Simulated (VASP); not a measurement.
# GaP (F-43m) in VASP: single point with PBEsol

Aim: the single point of GaP with PBEsol.

Program: VASP 6.6.1. These are calculated values, not measurements. Logs are shortened: lines on timing, memory, paths and dates and some standing lists are left out, and cuts for length are marked.

## (1) The cell of the first run

The structure is cubic, space group F-43m (No. 216). The conventional cell has a = 5.451 Å, b = 5.451 Å, c = 5.451 Å, α = 90.00°, β = 90.00°, γ = 90.00°. Within 3.1 Å of Ga (site symmetry -43m) lie 4 P at 2.36 Å. Within 3.1 Å of P (site symmetry -43m) lie 4 Ga at 2.36 Å.

## (2) Single point, PBEsol

The input, INCAR:

```
SYSTEM = GaP
PREC = Accurate ; ENCUT = 500
EDIFF = 1E-6 ; ISMEAR = 0
SIGMA = 0.01 ; LREAL = .False.
LASPH = .True. ; NELM = 120
ALGO = Normal ; ISIF = 2
LWAVE = .False. ; LCHARG = .False.
GGA = PS ; NBANDS = 16
GGA_COMPAT = .False.
```

The input, KPOINTS:

```
Automatic mesh
0
Gamma
  4 4 4
  0 0 0
```

The input, POSCAR:

```
GaP
1.0
    3.8540860000      0.0000000000      0.0000000000
    1.9270430000      3.3377363844      0.0000000000
    1.9270430000      1.1125787948      3.1468480416
Ga P
1 1
Direct
    0.0000000000      0.0000000000      0.0000000000
    0.2500000000      0.2500000000      0.2500000000
```

Potentials or basis: VASP PAW PBE potentials, release 64 (Ga_d, P).

Run with:

```
$ cat potpaw_PBE.64/Ga_d/POTCAR potpaw_PBE.64/P/POTCAR > POTCAR
$ mpirun -np 1 vasp_std > vasp.out
```

OUTCAR:

```text
SYSTEM = GaP
   PREC = Accurate
   ENCUT = 500
   EDIFF = 1E-6
   ISMEAR = 0
   LREAL = .False.
   LASPH = .True.
   NELM = 120
   ISIF = 2
   GGA = PS

 ion  position               nearest neighbor table
   1  0.000  0.000  0.000-   2 2.36   2 2.36   2 2.36   2 2.36
   2  0.250  0.250  0.250-   1 2.36   1 2.36   1 2.36   1 2.36

  LATTYP: Found a face centered cubic cell.
 ALAT       =     5.4505006918

  Lattice vectors:

 A1 = (   3.8540860000,   0.0000000000,   0.0000000000)
 A2 = (   1.9270430000,   3.3377363844,   0.0000000000)
 A3 = (   1.9270430000,   1.1125787948,   3.1468480416)

Analysis of symmetry for initial positions (statically):
=====================================================================
 Subroutine PRICEL returns:
 Original cell was already a primitive cell.

 Routine SETGRP: Setting up the symmetry group for a
 face centered cubic supercell.

 Subroutine GETGRP returns: Found 24 space group operations
 (whereof 24 operations were pure point group operations)
 out of a pool of 48 trial point group operations.

The static configuration has the point symmetry T_d .

Analysis of symmetry for dynamics (positions and initial velocities):
=====================================================================
 Subroutine PRICEL returns:
 Original cell was already a primitive cell.

 Routine SETGRP: Setting up the symmetry group for a
 face centered cubic supercell.

 Subroutine GETGRP returns: Found 24 space group operations
 (whereof 24 operations were pure point group operations)
 out of a pool of 48 trial point group operations.

The dynamic configuration has the point symmetry T_d .

 Subroutine INISYM returns: Found 24 space group operations
 (whereof 24 operations are pure point group operations),
 and found     1 'primitive' translations

----------------------------------------------------------------------------------------

                                     Primitive cell

  volume of cell :      40.4808

  direct lattice vectors                    reciprocal lattice vectors
     3.854086000  0.000000000  0.000000000     0.259464890 -0.149802124 -0.105926098
     1.927043000  3.337736384  0.000000000     0.000000000  0.299604248 -0.105926098
     1.927043000  1.112578795  3.146848042     0.000000000  0.000000000  0.317778293

  length of vectors
     3.854086000  3.854086000  3.854086000     0.317778293  0.317778293  0.317778293

  position of ions in fractional coordinates (direct lattice)
     0.000000000  0.000000000  0.000000000
     0.250000000  0.250000000  0.250000000

  ion indices of the primitive-cell ions
   primitive index   ion index
                 1           1
                 2           2

----------------------------------------------------------------------------------------

 KPOINTS: Automatic mesh

Automatic generation of k-mesh.
 Grid dimensions read from file:
 generate k-points for:    4    4    4

 Generating k-lattice:

  Cartesian coordinates                     Fractional coordinates (reciprocal lattice)
     0.064866222 -0.037450531 -0.026481524     0.250000000  0.000000000  0.000000000
     0.000000000  0.074901062 -0.026481524     0.000000000  0.250000000  0.000000000
     0.000000000  0.000000000  0.079444573     0.000000000  0.000000000  0.250000000

  Length of vectors
     0.079444573  0.079444573  0.079444573

  Shift w.r.t. Gamma in fractional coordinates (k-lattice)
     0.000000000  0.000000000  0.000000000

 Subroutine IBZKPT returns following result:
 ===========================================

 Found      8 irreducible k-points:

 Following reciprocal coordinates:
            Coordinates               Weight
  0.000000  0.000000  0.000000      1.000000
  0.250000  0.000000  0.000000      8.000000
  0.500000  0.000000  0.000000      4.000000
  0.250000  0.250000  0.000000      6.000000
  0.500000  0.250000 -0.000000     24.000000
 -0.250000  0.250000  0.000000     12.000000
  0.500000  0.500000  0.000000      3.000000
 -0.250000  0.500000  0.250000      6.000000
   k-points           NKPTS =      8   k-points in BZ     NKDIM =      8   number of bands    NBANDS=     16
   number of dos      NEDOS =    301   number of ions     NIONS =      2
   total plane-waves  NPLWV =  21952
   dimension x,y,z NGX =    28 NGY =   28 NGZ =   28
   dimension x,y,z NGXF=    56 NGYF=   56 NGZF=   56
   ions per type =               1   1
   NGX,Y,Z   is equivalent  to a cutoff of  12.08, 12.08, 12.08 a.u.
   NGXF,Y,Z  is equivalent  to a cutoff of  24.16, 24.16, 24.16 a.u.
 SYSTEM =  GaP
   PREC   = accura    normal or accurate (medium, high low for compatibility)
   ISTART =      0    job   : 0-new  1-cont  2-samecut
   ICHARG =      2    charge: 1-file 2-atom 10-const
   ISPIN  =      1    spin polarized calculation?
   LNONCOLLINEAR =      F non collinear calculations
   LSORBIT =      F    spin-orbit coupling
   LASPH  =      T    aspherical Exc in radial PAW
   ENCUT  =  500.0 eV  36.75 Ry    6.06 a.u.   7.03  7.03  7.03*2*pi/ulx,y,z
   NELM   =    120;   NELMIN=  2; NELMDL= -5     # of ELM steps
   EDIFF  = 0.1E-05   stopping-criterion for ELM
   LREAL  =      F    real-space projection
   EDIFFG = 0.1E-04   stopping-criterion for IOM
   NSW    =      0    number of steps for IOM
   IBRION =     -1    ionic relax: 0-MD 1-quasi-New 2-CG
   NFREE  =      0    steps in history (QN), initial steepest desc. (CG)
   ISIF   =      2    stress and relaxation
   ISYM   =      2    0-nonsym 1-usesym 2-fastsym
   POTIM  = 0.5000    time-step for ionic-motion
   TEBEG  =    0.0;   TEEND  =   0.0 temperature during run
   PSTRESS=    0.0 pullay stress
   NELECT =      18.0000    total number of electrons
   NUPDOWN=      -1.0000    fix difference up-down
   EMIN   =  10.00;   EMAX   =-10.00  energy-range for DOS
   EFERMI =   0.00;   METHOD = LEGACY
   ISMEAR =     0;   SIGMA  =   0.01  broadening in eV -4-tet -1-fermi 0-gaus
   EFERMI_NEDOS =   21; number of points for ismear=-14 and -15
   IALGO  =     38    algorithm
   IMIX   =      4    mixing-type and parameters
     AMIX     =   0.40;   BMIX     =  1.00
     AMIX_MAG =   1.60;   BMIX_MAG =  1.00
  volume/ion in A,a.u.               =      20.24       136.59
  Fermi-wavevector in a.u.,A,eV,Ry     =   1.249537  2.361283 21.243371  1.561344
  Thomas-Fermi vector in A             =   2.383573
   LORBIT       =      0    0 simple, 1 ext, 2 COOP (PROOUT), +10 PAW based schemes
   GGA     = PS    functional components
   LHFCALC =     F    Hartree Fock is set to
   AEXX    =    0.0000 exact exchange contribution
   IVDW    =     0    specifies the selected vdW correction
   LEPSILON=     F    determine dielectric tensor
   LRPA    =     F    only Hartree local field effects (RPA)
 non-spin polarized calculation
 Gauss-broadening in eV      SIGMA  =   0.01
  energy-cutoff  :      500.00
  volume of cell :       40.48
 maximum number of plane-waves:      1056
   NGX = 13   NGY = 13   NGZ = 13

 number of electron      18.0000016 magnetization

 Free energy of the ion-electron system (eV)
  ---------------------------------------------------
  ext. energy  EPLUGINS =         0.00000000
  ---------------------------------------------------
  free energy    TOTEN  =        -9.77248582 eV

  energy without entropy =       -9.77248582  energy(sigma->0) =       -9.77248582

 E-fermi :   4.6637     XC(G=0): -10.0021

 val. band max:        4.6173181645   @ k =   0.0000   0.0000   0.0000
 cond. band min:       6.1017403978   @ k =   0.5000   0.5000   0.0000
 fundamental gap:      1.4844222333
 Fermi energy:         4.6636515721

 k-point     1 :       0.0000    0.0000    0.0000
  band No.  band energies     occupation
      1      -9.9728      2.00000
      2      -9.9728      2.00000
      3      -9.9728      2.00000
      4      -9.8736      2.00000
      5      -9.8736      2.00000
      6      -7.9168      2.00000
      7       4.6173      2.00000
      8       4.6173      2.00000
      9       4.6173      2.00000
     10       6.3555      0.00000
     11       8.4107      0.00000
     12       8.4107      0.00000
     13       8.4107      0.00000
     14      13.1575      0.00000
     15      14.3631      0.00000
     16      14.3631      0.00000

 k-point     2 :       0.2500    0.0000    0.0000
  band No.  band energies     occupation
      1     -10.0159      2.00000
      2      -9.9580      2.00000
      3      -9.9580      2.00000
      4      -9.8724      2.00000
      5      -9.8724      2.00000
      6      -7.1345      2.00000
      7       0.6888      2.00000
      8       3.9412      2.00000
      9       3.9412      2.00000
     10       6.6706      0.00000
     11       9.2744      0.00000
     12       9.2744      0.00000
     13      10.8686      0.00000
     14      13.5090      0.00000
     15      13.5090      0.00000
     16      14.2998      0.00000

 k-point     3 :       0.5000    0.0000    0.0000
  band No.  band energies     occupation
      1     -10.0532      2.00000
      2      -9.9481      2.00000
      3      -9.9481      2.00000
      4      -9.8661      2.00000
      5      -9.8661      2.00000
      6      -5.8204      2.00000
      7      -2.1026      2.00000
      8       3.4812      2.00000
      9       3.4812      2.00000
     10       6.1804      0.00000
     11       9.2365      0.00000
     12       9.2365      0.00000
     13      12.6813      0.00000
     14      15.3500      0.00000
     15      16.2650      0.00000
     16      16.2650      0.00000

 k-point     4 :       0.2500    0.2500    0.0000
  band No.  band energies     occupation
      1     -10.0391      2.00000
      2      -9.9408      2.00000
      3      -9.9408      2.00000
      4      -9.8901      2.00000
      5      -9.8627      2.00000
      6      -6.8711      2.00000
      7       0.9064      2.00000
      8       2.9011      2.00000
      9       2.9011      2.00000
     10       6.6659      0.00000
     11       8.2234      0.00000
     12      11.3041      0.00000
     13      11.3041      0.00000
     14      12.3097      0.00000
     15      15.3222      0.00000
     16      17.1064      0.00000

 k-point     5 :       0.5000    0.2500   -0.0000
  band No.  band energies     occupation
      1     -10.0643      2.00000
      2      -9.9340      2.00000
      3      -9.9259      2.00000
      4      -9.8887      2.00000
      5      -9.8609      2.00000
      6      -5.4962      2.00000
      7      -1.5804      2.00000
      8       1.3161      2.00000
      9       2.5501      2.00000
     10       6.9450      0.00000
     11       9.4608      0.00000
     12      11.0941      0.00000
     13      11.6100      0.00000
     14      15.3352      0.00000
     15      16.3598      0.00000
     16      17.7513      0.00000

 k-point     6 :      -0.2500    0.2500    0.0000
  band No.  band energies     occupation
      1     -10.0475      2.00000
      2      -9.9440      2.00000
      3      -9.9390      2.00000
      4      -9.8751      2.00000
      5      -9.8719      2.00000
      6      -6.0160      2.00000
      7      -0.8475      2.00000
      8       1.1494      2.00000
      9       3.3933      2.00000
     10       7.6827      0.00000
     11      10.2322      0.00000
     12      10.3883      0.00000
     13      10.7778      0.00000
     14      12.8380      0.00000
     15      15.5721      0.00000
     16      17.8568      0.00000

 k-point     7 :       0.5000    0.5000    0.0000
  band No.  band energies     occupation
      1     -10.0890      2.00000
      2      -9.9102      2.00000
      3      -9.9072      2.00000
      4      -9.9072      2.00000
      5      -9.8517      2.00000
      6      -4.9020      2.00000
      7      -2.2177      2.00000
      8       1.8906      2.00000
      9       1.8906      2.00000
     10       6.1017      0.00000
     11       6.3069      0.00000
     12      15.1470      0.00000
     13      15.1470      0.00000
     14      15.7012      0.00000
     15      17.0161      0.00000
     16      17.5507      0.00000

 k-point     8 :      -0.2500    0.5000    0.2500
  band No.  band energies     occupation
      1     -10.0692      2.00000
      2      -9.9346      2.00000
      3      -9.9129      2.00000
      4      -9.8891      2.00000
      5      -9.8648      2.00000
      6      -4.8052      2.00000
      7      -2.0078      2.00000
      8       0.9715      2.00000
      9       1.1195      2.00000
     10       9.2049      0.00000
     11       9.4356      0.00000
     12      10.6075      0.00000
     13      10.6360      0.00000
     14      16.1174      0.00000
     15      16.4834      0.00000
     16      18.3224      0.00000

------------------------ aborting loop because EDIFF is reached ----------------------------------------

  FORCE on cell =-STRESS in cart. coord.  units (eV):
  Direction    XX          YY          ZZ          XY          YZ          ZX
  --------------------------------------------------------------------------------------
  -------------------------------------------------------------------------------------
  Total       -0.0560959     -0.0560959     -0.0560959     -0.0000000      0.0000000     -0.0000000
  in kB       -2.2202025     -2.2202025     -2.2202025     -0.0000000      0.0000000     -0.0000000
  external PRESSURE =      -2.2202025 kB  Pullay stress =       0.0000000 kB

 VOLUME and BASIS-vectors are now :
 -----------------------------------------------------------------------------
  energy-cutoff  :      500.00
  volume of cell :       40.48
      direct lattice vectors                 reciprocal lattice vectors
     3.854086000  0.000000000  0.000000000     0.259464890 -0.149802124 -0.105926098
     1.927043000  3.337736384  0.000000000     0.000000000  0.299604248 -0.105926098
     1.927043000  1.112578795  3.146848042     0.000000000  0.000000000  0.317778293

 POSITION                                       TOTAL-FORCE (eV/Angst)
 -----------------------------------------------------------------------------------
      0.00000      0.00000      0.00000         0.000000      0.000000      0.000000
      1.92704      1.11258      0.78671        -0.000000     -0.000000     -0.000000
 -----------------------------------------------------------------------------------
    total drift:                                0.000001      0.000001      0.000000

  FREE ENERGIE OF THE ION-ELECTRON SYSTEM (eV)
  ---------------------------------------------------
  free  energy   TOTEN  =        -9.7724858166 eV

  energy  without entropy=       -9.7724858166  energy(sigma->0) =       -9.77248582
```

Wall time 9.5 s (1 thread of Intel Xeon Platinum 8375C at 2.90GHz (Ice Lake), shared host); peak memory 0.14 GiB.

Results:

| Property | Result |
| --- | --- |
| Free energy | -9.7725 eV |
| Pressure | -0.2 GPa |
| Band gap on the k mesh | 1.48 eV, indirect (least direct gap 1.74 eV) |

Levels at points of the mesh, in eV from the valence-band top:
```tsv
k point	band 7	band 8	band 9	band 10	band 11	band 12
(0.00, 0.00, 0.00)	0.00	0.00	0.00	1.74	3.79	3.79
(0.50, 0.00, 0.00)	-6.72	-1.14	-1.14	1.56	4.62	4.62
(0.50, 0.50, 0.00)	-6.83	-2.73	-2.73	1.48	1.69	10.53
```

Caveat: the k points lie up to 0.50 Å⁻¹ apart; the PAW data sets were made with another functional, which shifts forces and pressure a little. A k mesh can miss the band edges.
